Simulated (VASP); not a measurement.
# Ir (Fd-3m) in VASP: notebook

The runs below take Ir through single point, with LDA.

Everything below comes from runs of VASP 6.6.1. Logs are shortened: lines on timing, memory, paths and dates and some standing lists are left out, and cuts for length are marked.

**1. The cell of the first run**

Symmetry: Fd-3m, No. 227, cubic system. The conventional cell has a = 5.248 Å, b = 5.248 Å, c = 5.248 Å, α = 90.00°, β = 90.00°, γ = 90.00°. Within 3.0 Å of Ir (site symmetry -43m) lie 4 Ir at 2.27 Å.

**2. Single point, LDA (volume scaled by 0.88)**

Contents of INCAR:

```
SYSTEM = Ir
ALGO = Normal
EDIFF = 1E-6
ENCUT = 520
ISIF = 2
ISMEAR = -1
LASPH = .True.
LCHARG = .False.
LREAL = .False.
LWAVE = .False.
NBANDS = 16
NELM = 80
PREC = Accurate
SIGMA = 0.1
```

Contents of KPOINTS:

```
k-points
0
Gamma
  13 13 13
  0 0 0
```

Contents of POSCAR:

```
Ir
1.0
    0.0000000000      2.6240951114      2.6240951114
    2.6240951114      0.0000000000      2.6240951114
    2.6240951114      2.6240951114      0.0000000000
Ir
2
Direct
   -0.1250000000     -0.1250000000     -0.1250000000
    0.1250000000      0.1250000000      0.1250000000
```

Potentials or basis: VASP PAW LDA potentials, release 64 (Ir).

Started as:

```sh
> cat potpaw_LDA.64/Ir/POTCAR > POTCAR
> mpirun -np 1 vasp_std > vasp.out
```

OUTCAR:

```text
SYSTEM = Ir
   EDIFF = 1E-6
   ENCUT = 520
   ISIF = 2
   ISMEAR = -1
   LASPH = .True.
   LREAL = .False.
   NELM = 80
   PREC = Accurate

 ion  position               nearest neighbor table
   1  0.875  0.875  0.875-   2 2.27   2 2.27   2 2.27   2 2.27
   2  0.125  0.125  0.125-   1 2.27   1 2.27   1 2.27   1 2.27

  LATTYP: Found a face centered cubic cell.
 ALAT       =     5.2481902228

  Lattice vectors:

 A1 = (   0.0000000000,   2.6240951114,   2.6240951114)
 A2 = (   2.6240951114,   0.0000000000,   2.6240951114)
 A3 = (   2.6240951114,   2.6240951114,   0.0000000000)

Analysis of symmetry for initial positions (statically):
=====================================================================
 Subroutine PRICEL returns:
 Original cell was already a primitive cell.

 Routine SETGRP: Setting up the symmetry group for a
 face centered cubic supercell.

 Subroutine GETGRP returns: Found 48 space group operations
 (whereof 12 operations were pure point group operations)
 out of a pool of 48 trial point group operations.

The static configuration has the point symmetry D_3d.
 The point group associated with its full space group is O_h .

Analysis of symmetry for dynamics (positions and initial velocities):
=====================================================================
 Subroutine PRICEL returns:
 Original cell was already a primitive cell.

 Routine SETGRP: Setting up the symmetry group for a
 face centered cubic supercell.

 Subroutine GETGRP returns: Found 48 space group operations
 (whereof 12 operations were pure point group operations)
 out of a pool of 48 trial point group operations.

The dynamic configuration has the point symmetry D_3d.
 The point group associated with its full space group is O_h .

 Subroutine INISYM returns: Found 48 space group operations
 (whereof 12 operations are pure point group operations),
 and found     1 'primitive' translations

----------------------------------------------------------------------------------------

                                     Primitive cell

  volume of cell :      36.1384

  direct lattice vectors                    reciprocal lattice vectors
     0.000000000  2.624095111  2.624095111    -0.190541874  0.190541874  0.190541874
     2.624095111  0.000000000  2.624095111     0.190541874 -0.190541874  0.190541874
     2.624095111  2.624095111  0.000000000     0.190541874  0.190541874 -0.190541874

  length of vectors
     3.711030895  3.711030895  3.711030895     0.330028207  0.330028207  0.330028207

  position of ions in fractional coordinates (direct lattice)
     0.875000000  0.875000000  0.875000000
     0.125000000  0.125000000  0.125000000

[... 73 lines left out ...]
   LASPH  =      T    aspherical Exc in radial PAW
   ENCUT  =  520.0 eV  38.22 Ry    6.18 a.u.   6.90  6.90  6.90*2*pi/ulx,y,z
   NELM   =     80;   NELMIN=  2; NELMDL= -5     # of ELM steps
   EDIFF  = 0.1E-05   stopping-criterion for ELM
   LREAL  =      F    real-space projection
   EDIFFG = 0.1E-04   stopping-criterion for IOM
   NSW    =      0    number of steps for IOM
   IBRION =     -1    ionic relax: 0-MD 1-quasi-New 2-CG
   NFREE  =      0    steps in history (QN), initial steepest desc. (CG)
   ISIF   =      2    stress and relaxation
   ISYM   =      2    0-nonsym 1-usesym 2-fastsym
   POTIM  = 0.5000    time-step for ionic-motion
   TEBEG  =    0.0;   TEEND  =   0.0 temperature during run
   PSTRESS=    0.0 pullay stress
   NELECT =      18.0000    total number of electrons
   NUPDOWN=      -1.0000    fix difference up-down
   EMIN   =  10.00;   EMAX   =-10.00  energy-range for DOS
   EFERMI =   0.00;   METHOD = LEGACY
   ISMEAR =    -1;   SIGMA  =   0.10  broadening in eV -4-tet -1-fermi 0-gaus
   EFERMI_NEDOS =   21; number of points for ismear=-14 and -15
   IALGO  =     38    algorithm
   IMIX   =      4    mixing-type and parameters
     AMIX     =   0.40;   BMIX     =  1.00
     AMIX_MAG =   1.60;   BMIX_MAG =  1.00
  volume/ion in A,a.u.               =      18.07       121.94
  Fermi-wavevector in a.u.,A,eV,Ry     =   1.297705  2.452308 22.912744  1.684039
  Thomas-Fermi vector in A             =   2.429081
   LORBIT       =      0    0 simple, 1 ext, 2 COOP (PROOUT), +10 PAW based schemes
   GGA     = CA    functional components
   LHFCALC =     F    Hartree Fock is set to
   AEXX    =    0.0000 exact exchange contribution
   IVDW    =     0    specifies the selected vdW correction
   LEPSILON=     F    determine dielectric tensor
   LRPA    =     F    only Hartree local field effects (RPA)
 non-spin polarized calculation
  energy-cutoff  :      520.00
  volume of cell :       36.14
 maximum number of plane-waves:       984
   NGX = 13   NGY = 13   NGZ = 13

 number of electron      18.0000000 magnetization

 Free energy of the ion-electron system (eV)
  ---------------------------------------------------
  ext. energy  EPLUGINS =         0.00000000
  ---------------------------------------------------
  free energy    TOTEN  =       -17.75145153 eV

  energy without entropy =      -17.69814881  energy(sigma->0) =      -17.72480017

 E-fermi :   7.3308     XC(G=0): -12.3476

 val. band max:        7.3160590550   @ k =   0.2308   0.2308   0.0000
 cond. band min:       7.3367337648   @ k =   0.3846   0.1538   0.0000
 fundamental gap:      0.0206747098
 Fermi energy:         7.3308273604

 k-point     1 :       0.0000    0.0000    0.0000
  band No.  band energies     occupation
      1      -1.9987      2.00000
      2       0.9320      2.00000
      3       0.9320      2.00000
      4       1.6827      2.00000
      5       1.6827      2.00000
      6       1.6827      2.00000
[... 433 lines left out ...]
      3       1.1964      2.00000
      4       1.2754      2.00000
      5       1.8473      2.00000
      6       2.4687      2.00000
[... 8 lines left out ...]
     15      17.7561      0.00000
     16      22.4667      0.00000

 [... further k-points ...]
[... 5 lines left out ...]
  --------------------------------------------------------------------------------------
  -------------------------------------------------------------------------------------
  Total        8.2766548      8.2766548      8.2766548      0.0000000     -0.0000000      0.0000000
  in kB      366.9414007    366.9414007    366.9414007      0.0000000     -0.0000000      0.0000000
  external PRESSURE =     366.9414007 kB  Pullay stress =       0.0000000 kB

 VOLUME and BASIS-vectors are now :
 -----------------------------------------------------------------------------
  energy-cutoff  :      520.00
  volume of cell :       36.14
      direct lattice vectors                 reciprocal lattice vectors
     0.000000000  2.624095111  2.624095111    -0.190541874  0.190541874  0.190541874
     2.624095111  0.000000000  2.624095111     0.190541874 -0.190541874  0.190541874
     2.624095111  2.624095111  0.000000000     0.190541874  0.190541874 -0.190541874

 POSITION                                       TOTAL-FORCE (eV/Angst)
 -----------------------------------------------------------------------------------
      4.59217      4.59217      4.59217        -0.000000      0.000000     -0.000000
      0.65602      0.65602      0.65602         0.000000     -0.000000      0.000000
 -----------------------------------------------------------------------------------
    total drift:                                0.000000     -0.000000     -0.000000

  FREE ENERGIE OF THE ION-ELECTRON SYSTEM (eV)
  ---------------------------------------------------
  free  energy   TOTEN  =       -17.7514515302 eV

  energy  without entropy=      -17.6981488123  energy(sigma->0) =      -17.72480017
```

OSZICAR:

```text
N       E                     dE             d eps       ncg     rms          rms(c)
DAV:   1     0.140963910317E+03    0.14096E+03   -0.80883E+03  2688   0.109E+03
DAV:   2    -0.143549243639E+02   -0.15532E+03   -0.13762E+03  2688   0.295E+02
DAV:   3    -0.186724679046E+02   -0.43175E+01   -0.42711E+01  3608   0.598E+01
DAV:   4    -0.187205170206E+02   -0.48049E-01   -0.48042E-01  3024   0.560E+00
DAV:   5    -0.187219238639E+02   -0.14068E-02   -0.14068E-02  3800   0.982E-01    0.223E+01
DAV:   6    -0.179442958753E+02    0.77763E+00   -0.10027E+00  3528   0.119E+01    0.992E+00
DAV:   7    -0.177712527301E+02    0.17304E+00   -0.21213E-01  4024   0.482E+00    0.249E+00
DAV:   8    -0.177518805621E+02    0.19372E-01   -0.25698E-02  3104   0.154E+00    0.437E-01
DAV:   9    -0.177514483126E+02    0.43225E-03   -0.10548E-03  3288   0.284E-01    0.103E-01
DAV:  10    -0.177514516099E+02   -0.32973E-05   -0.35326E-05  3568   0.463E-02    0.157E-02
DAV:  11    -0.177514515302E+02    0.79634E-07   -0.50496E-06  3552   0.265E-02
   1 F= -.17751452E+02 E0= -.17724800E+02  d E =-.533027E-01
```

It took 36 s on 1 thread of AMD EPYC 7R13 (Zen 3), shared host; peak memory 0.14 GiB.

Results:

* Free energy: -17.7515 eV
* Pressure: 36.7 GPa
* Band gap on the k mesh: zero (band 9 reaches 8.61 eV, above the bottom of band 10 at 6.52 eV)

Caveat: spin-orbit coupling is left out, which moves the levels of the heavy elements.

(Part 1 of 2 ends here.)
